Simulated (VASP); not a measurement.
# BaNaMg6 in VASP: a series of runs, part 2 of 2

VASP 6.6.1.

### Step 3. Single point, PBE

This run uses another cell than the first one, of 29.52 Å³/atom.

Contents of INCAR:

```
ALGO = Fast
EDIFF = 1E-6
ENCUT = 520
GGA = PE
ISIF = 2
ISMEAR = -1
LASPH = T
LCHARG = F
LREAL = F
LWAVE = F
NBANDS = 24
NELM = 80
PREC = Accurate
SIGMA = 0.05
```

Contents of KPOINTS:

```
k-points
0
Gamma
  5 5 5
```

Contents of POSCAR:

```
BaNaMg6
1.0
    5.4218209071      0.0000000000      0.0000000000
    0.0000000000      3.3626800355      6.4775814009
    0.0000000000     -3.3626800355      6.4775814009
Ba Mg Na
1 6 1
Direct
    0.5000000000      0.6777020000      0.6777020000
    0.0000000000      0.8491800000      0.8491800000
    0.0000000000      0.3324470000      0.3324470000
    0.0000000000      0.3033160000      0.8197440000
    0.0000000000      0.8197440000      0.3033160000
    0.5000000000      0.1710630000      0.6778290000
    0.5000000000      0.6778290000      0.1710630000
    0.5000000000      0.1687150000      0.1687150000
```

Potentials or basis: VASP PAW PBE potentials, release 64 (Ba_sv, Mg, Na_pv).

Command:

```console
$ cat potpaw_PBE.64/Ba_sv/POTCAR potpaw_PBE.64/Mg/POTCAR potpaw_PBE.64/Na_pv/POTCAR > POTCAR
$ mpirun -np 1 vasp_std > vasp.out
```

Run time: 4.4 min. Hardware: 1 thread of Intel Xeon Platinum 8259CL at 2.50GHz (Skylake/Cascade Lake), shared host; peak memory 0.43 GiB.

It converged, with:

* Free energy: -11.3901 eV
* Pressure: -0.4 GPa
* Largest force: 0.102 eV/Å
* Band gap on the k mesh: zero (an odd number of electrons rules out a gap without spin polarisation)

Forces in eV/Å, atoms in the order of the input:
```
Ba   0.000  0.000  0.047
Mg   0.000  0.000  0.095
Mg   0.000  0.000 -0.011
Mg   0.000  0.018 -0.100
Mg   0.000 -0.018 -0.100
Mg   0.000  0.025  0.041
Mg   0.000 -0.025  0.041
Na   0.000  0.000 -0.012
```

Stress tensor (GPa, compression positive):
```
-0.45  0.00  0.00
 0.00 -0.24  0.00
 0.00  0.00 -0.43
```

Levels at points of the mesh, in eV from the Fermi level:
```csv
k point,band 12,band 13,band 14,band 15,band 16,band 17,band 18,band 19
"(0.00, 0.00, 0.00)",-1.33,-1.06,-0.57,-0.41,-0.06,0.93,1.38,2.11
```

Caveat: spin-orbit coupling is left out, which moves the levels of the heavy elements.

### Step 4. Single point, PBE

This run uses another cell than the first one, of 30.10 Å³/atom.

Contents of INCAR:

```
PREC     = Accurate       # precision mode
ENCUT    = 520            # plane-wave cutoff, eV
EDIFF    = 1E-7           # SCF threshold, eV
ISMEAR   = -1             # smearing method
SIGMA    = 0.05           # smearing width, eV
LREAL    = False          # projectors in reciprocal space
LASPH    = True           # aspherical terms in the spheres
NELM     = 80             # most SCF steps
ALGO     = Fast           # electronic algorithm
ISIF     = 2              # what is computed and relaxed
LWAVE    = False          # write WAVECAR
LCHARG   = True           # write CHGCAR
GGA      = PE             # functional
LELF     = True           # ELF
LVHAR    = True         
NBANDS   = 24             # bands
```

Contents of KPOINTS:

```
regular mesh
0
Gamma
  5 5 5
```

Changes to POSCAR since step 3:

```diff
@@ -2,5 +2,5 @@
 1.0
-    5.4218209071      0.0000000000      0.0000000000
-    0.0000000000      3.3626800355      6.4775814009
-    0.0000000000     -3.3626800355      6.4775814009
+    5.4570285229      0.0000000000      0.0000000000
+    0.0000000000      3.3845162320      6.5196447964
+    0.0000000000     -3.3845162320      6.5196447964
 Ba Mg Na
```

Command:

```console
$ cat potpaw_PBE.64/Ba_sv/POTCAR potpaw_PBE.64/Mg/POTCAR potpaw_PBE.64/Na_pv/POTCAR > POTCAR
$ mpirun -np 1 vasp_std > vasp.out
```

Wall time 6.4 min (1 thread of Intel Xeon Platinum 8259CL at 2.50GHz (Skylake/Cascade Lake), shared host); peak memory 0.46 GiB.

It converged, with:

| Item | Value |
| --- | --- |
| Free energy | -11.3738 eV |
| Pressure | -0.8 GPa |
| Largest force | 0.113 eV/Å |
| Band gap on the k mesh | zero (an odd number of electrons rules out a gap without spin polarisation) |

Forces in eV/Å, atoms in the order of the input:
```
Ba   0.000  0.000  0.041
Mg   0.000  0.000  0.112
Mg   0.000  0.000  0.002
Mg   0.000  0.015 -0.112
Mg   0.000 -0.015 -0.112
Mg   0.000  0.020  0.043
Mg   0.000 -0.020  0.043
Na   0.000  0.000 -0.017
```

Stress tensor (GPa, compression positive):
```
-0.86  0.00  0.00
 0.00 -0.59  0.00
 0.00  0.00 -0.82
```

Levels at points of the mesh, in eV from the Fermi level:
| k point | band 12 | band 13 | band 14 | band 15 | band 16 | band 17 | band 18 | band 19 |
| --- | --- | --- | --- | --- | --- | --- | --- | --- |
| (0.00, 0.00, 0.00) | -1.33 | -1.04 | -0.56 | -0.43 | -0.07 | 0.93 | 1.37 | 2.09 |

Caveat: spin-orbit coupling is left out, which moves the levels of the heavy elements.

### Step 5. Single point, PBE

This run uses another cell than the first one, of 30.68 Å³/atom.

Contents of INCAR:

```
ALGO     = Fast           # electronic algorithm
EDIFF    = 1E-7           # SCF threshold, eV
ENCUT    = 520            # plane-wave cutoff, eV
GGA      = PE             # functional
ISIF     = 2              # what is computed and relaxed
ISMEAR   = -1             # smearing method
LASPH    = T              # aspherical terms in the spheres
LCHARG   = F              # write CHGCAR
LREAL    = F              # projectors in reciprocal space
LWAVE    = F              # write WAVECAR
NBANDS   = 24             # bands
NELM     = 60             # most SCF steps
PREC     = Accurate       # precision mode
SIGMA    = 0.05           # smearing width, eV
```

Contents of KPOINTS:

```
k-points
0
Gamma
  5 5 5
```

Changes to POSCAR since step 4:

```diff
@@ -2,5 +2,5 @@
 1.0
-    5.4570285229      0.0000000000      0.0000000000
-    0.0000000000      3.3845162320      6.5196447964
-    0.0000000000     -3.3845162320      6.5196447964
+    5.4917876035      0.0000000000      0.0000000000
+    0.0000000000      3.4060742414      6.5611723160
+    0.0000000000     -3.4060742414      6.5611723160
 Ba Mg Na
```

Command:

```console
$ cat potpaw_PBE.64/Ba_sv/POTCAR potpaw_PBE.64/Mg/POTCAR potpaw_PBE.64/Na_pv/POTCAR > POTCAR
$ mpirun -np 1 vasp_std > vasp.out
```

Wall time 7.4 min (1 thread of Intel Xeon Platinum 8259CL at 2.50GHz (Skylake/Cascade Lake), shared host); peak memory 0.44 GiB.

Results (log left out):

```yaml
Free_energy: -11.3468 eV
Pressure: -1.1 GPa
Largest_force: 0.129 eV/Å
Band_gap_on_the_k_mesh: zero (an odd number of electrons rules out a gap without spin polarisation)
```

Forces on the atoms (eV/Å):
```
Ba   0.000  0.000  0.036
Mg   0.000  0.000  0.129
Mg   0.000  0.000  0.015
Mg   0.000  0.013 -0.123
Mg   0.000 -0.013 -0.123
Mg   0.000  0.014  0.044
Mg   0.000 -0.014  0.044
Na   0.000  0.000 -0.022
```

Stress tensor (GPa, compression positive):
```
-1.24  0.00  0.00
 0.00 -0.91  0.00
 0.00  0.00 -1.18
```

Levels at points of the mesh, in eV from the Fermi level:
```csv
k point,band 11,band 12,band 13,band 14,band 15,band 16,band 17,band 18,band 19,band 20
"(0.00, 0.00, 0.00)",-1.82,-1.33,-1.02,-0.55,-0.44,-0.09,0.93,1.36,2.07,2.42
```

Caveat: spin-orbit coupling is left out, which moves the levels of the heavy elements.

### Step 6. Single point, PBE (atoms moved at random)

Contents of INCAR:

```
PREC = Accurate ; ENCUT = 520
EDIFF = 1E-7 ; ISMEAR = -1
SIGMA = 0.05 ; LREAL = F
LASPH = T ; NELM = 80
ALGO = Fast ; ISIF = 2
LWAVE = F ; LCHARG = F
GGA = PE ; NBANDS = 24
```

Contents of KPOINTS:

```
regular mesh
0
Gamma
  5 5 5
```

Contents of POSCAR:

```
BaNaMg6
1.0
    5.3861500000      0.0000000000      0.0000000000
    0.0000000000      3.3405565000      6.4349645000
    0.0000000000     -3.3405565000      6.4349645000
Ba Mg Na
1 6 1
Direct
    0.4929700000      0.6788650000      0.6715770000
   -0.0062390000      0.8450650000      0.8505990000
    0.0073030000      0.3294190000      0.3296710000
    0.0029320000      0.3046040000      0.8193760000
   -0.0037720000      0.8237310000      0.2987910000
    0.4982350000      0.1681690000      0.6791480000
    0.5030780000      0.6779770000      0.1725900000
    0.5096580000      0.1739270000      0.1621090000
```

Potentials or basis: VASP PAW PBE potentials, release 64 (Ba_sv, Mg, Na_pv).

Command:

```console
$ cat potpaw_PBE.64/Ba_sv/POTCAR potpaw_PBE.64/Mg/POTCAR potpaw_PBE.64/Na_pv/POTCAR > POTCAR
$ mpirun -np 1 vasp_std > vasp.out
```

Wall time 12 min (1 thread of Intel Xeon Platinum 8259CL at 2.50GHz (Skylake/Cascade Lake), shared host); peak memory 0.58 GiB.

Results (log left out):

| Property | Result |
| --- | --- |
| Free energy | -11.3831 eV |
| Pressure | 0.1 GPa |
| Largest force | 0.164 eV/Å |
| Band gap on the k mesh | zero (an odd number of electrons rules out a gap without spin polarisation) |

Forces on the atoms (eV/Å):
```
Ba   0.070  0.011  0.147
Mg   0.031  0.025  0.073
Mg  -0.014 -0.018  0.012
Mg  -0.065  0.030 -0.131
Mg   0.047 -0.038 -0.093
Mg   0.024  0.040  0.037
Mg  -0.061 -0.007 -0.051
Na  -0.033 -0.044  0.006
```

Stress tensor (GPa, compression positive):
```
 0.07  0.05  0.05
 0.05  0.18 -0.07
 0.05 -0.07 -0.09
```

Levels at points of the mesh, in eV from the Fermi level:
```csv
k point,band 13,band 14,band 15,band 16,band 17,band 18
"(0.00, 0.00, 0.00)",-1.08,-0.57,-0.42,-0.03,0.94,1.35
```

Caveat: the cell differs from its parent crystal (atoms moved at random); spin-orbit coupling is left out, which moves the levels of the heavy elements.

### Step 7. Overview

| cell | further INCAR settings | gap on the mesh (eV) | pressure (GPa) | largest force (eV/Å) |
| --- | --- | --- | --- | --- |
| a = 5.386, b = 7.250, c = 7.250 Å, angles 54.9, 90.0, 90.0°, 8 atoms, atomic positions A | ALGO = Fast; EDIFF = 1e-07; NBANDS = 24 | none | 0.1 | 0.09 |
| a = 5.422, b = 7.298, c = 7.298 Å, angles 54.9, 90.0, 90.0°, 8 atoms, atomic positions A | ALGO = Fast; EDIFF = 1e-06; NBANDS = 24 | none | -0.4 | 0.10 |
| a = 5.457, b = 7.346, c = 7.346 Å, angles 54.9, 90.0, 90.0°, 8 atoms, atomic positions A | ALGO = Fast; EDIFF = 1e-07; NBANDS = 24 | none | -0.8 | 0.11 |
| a = 5.492, b = 7.393, c = 7.393 Å, angles 54.9, 90.0, 90.0°, 8 atoms, atomic positions A | ALGO = Fast; EDIFF = 1e-07; NBANDS = 24 | none | -1.1 | 0.13 |
| a = 5.386, b = 7.250, c = 7.250 Å, angles 54.9, 90.0, 90.0°, 8 atoms, atomic positions B | ALGO = Fast; EDIFF = 1e-07; NBANDS = 24 | none | 0.1 | 0.16 |

Alike in all rows: task single point; level PBE; potentials or basis VASP PAW PBE potentials, release 64 (Ba_sv, Mg, Na_pv); no spin polarisation; k mesh 5 × 5 × 5; cutoff (eV) 520; smearing fermi-dirac 0.05 eV.

Caveats: spin-orbit coupling is left out, which moves the levels of the heavy elements.

Total energies depend on the potentials used, so only differences within one code and one set of settings carry meaning.
